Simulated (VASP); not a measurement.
Wanted: the native input for a VASP 6.6.1 run.

| Property | Result |
| --- | --- |
| Task | single point |
| Functional | PBE |
| Potentials or basis | VASP PAW PBE potentials, release 64 (Si, W_sv, Cl) |
| Cutoff | 520 eV |
| k mesh | 8 × 8 × 1 |
| Occupations | gaussian, width 0.1 eV |
| Spin | no spin polarisation |
| Dipole correction | yes |
| Further INCAR settings | ALGO = Normal; EDIFF = 1e-06; NBANDS = 34 |

The structure of Si4W2Cl lies in POSCAR:

```
Si4W2Cl
1.0
    3.2292919632      0.0000000000      0.0000000000
    0.0000000000      3.2292919632      0.0000000000
    0.0000000000      0.0000000000     21.9372962356
Si W Cl
4 2 1
Direct
    0.0000000000      0.0000000000      0.1823378760
    0.0000000000      0.0000000000      0.3009901015
    0.5000000000      0.5000000000      0.3590107492
    0.5000000000      0.5000000000      0.4757786066
    0.5000000000      0.5000000000      0.2416639887
    0.0000000000      0.0000000000      0.4178382292
    0.7500000000      1.0000000000      0.5554708800
```

The input as run:

INCAR

```
SYSTEM = Si4W2Cl
  ALGO = Normal
  DIPOL = 0.5 0.5 0.362
  EDIFF = 1E-6
  ENCUT = 520
  GGA = PE
  IDIPOL = 3
  ISIF = 2
  ISMEAR = 0
  LASPH = .TRUE.
  LCHARG = .TRUE.
  LDIPOL = .TRUE.
  LELF = .TRUE.
  LREAL = .FALSE.
  LVACPOTAV = .TRUE.
  LVHAR = .TRUE.
  LWAVE = .FALSE.
  NBANDS = 34
  NELM = 100
  PREC = Accurate
  SIGMA = 0.1
```

KPOINTS

```
k-points
0
G
  8 8 1
  0 0 0
```

Potentials or basis: VASP PAW PBE potentials, release 64 (Si, W_sv, Cl).

The run is started by

```sh
$ cat potpaw_PBE.64/Si/POTCAR potpaw_PBE.64/W_sv/POTCAR potpaw_PBE.64/Cl/POTCAR > POTCAR
$ mpirun -np 1 vasp_std > vasp.out
```

Results of the run:

```json
{"Largest force": "0.566 eV/Å", "Band gap on the k mesh": "zero (an odd number of electrons rules out a gap without spin polarisation)"}
```

Caveat: spin-orbit coupling is left out, which moves the levels of the heavy elements; an odd number of electrons without spin polarisation forces a metal; a magnetic or distorted state may lie lower.

Wall time 9.2 min on 1 thread of Intel(R) Xeon(R) Platinum 8375C CPU @ 2.90GHz (Ice Lake) (shared host), peak memory 0.4 GiB.
